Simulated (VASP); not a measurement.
The system is Ga3H.

```
CELL_PARAMETERS angstrom
0.00000 3.45494 3.45494
3.45494 0.00000 3.45494
3.45494 3.45494 0.00000
ATOMIC_POSITIONS crystal
Ga 0.25000 0.25000 0.25000
Ga 0.50000 0.50000 0.50000
Ga 0.75000 0.75000 0.75000
H 0.00000 0.00000 0.00000
```

The cell was generated, and may not be a known phase.

- Program: VASP 6.6.1
- Task: relaxation of cell and atoms
- Functional: PBE
- Potentials or basis: VASP PAW PBE potentials, release 64 (Ga_d, H)
- Cutoff: 600 eV
- k mesh: 4 × 4 × 4
- Occupations: gaussian, width 0.1 eV
- Spin: no spin polarisation

At the start: pressure -7.4 GPa; volume 20.62 Å³/atom.

Q: How do energy, volume and symmetry change on relaxing?

A: Over 3 steps the energy falls by 166.5 meV/atom and the volume is 15.27 Å³/atom (-26.0 %); space group Fm-3m (No. 225, to 0.1 Å) before and after.

The path:
```csv
step,energy change (eV),largest force (eV/Å),pressure (GPa),volume (Å³)
1,0.0000,0.0000,-7.45,82.48
2,-0.4424,0.0000,-5.39,71.56
3,-0.6662,0.0000,-0.13,61.08
```

Final structure:
```
CELL_PARAMETERS angstrom
0.00000 3.12570 3.12570
3.12570 0.00000 3.12570
3.12570 3.12570 0.00000
ATOMIC_POSITIONS crystal
Ga 0.25000 0.25000 0.25000
Ga 0.50000 0.50000 0.50000
Ga 0.75000 0.75000 0.75000
H 0.00000 0.00000 0.00000
```

Caveat: the k points lie up to 0.44 Å⁻¹ apart in the final cell, too coarse for converged energies and pressures of a metal; the volume moved by over 15 % at a fixed basis, so the end points are rough.
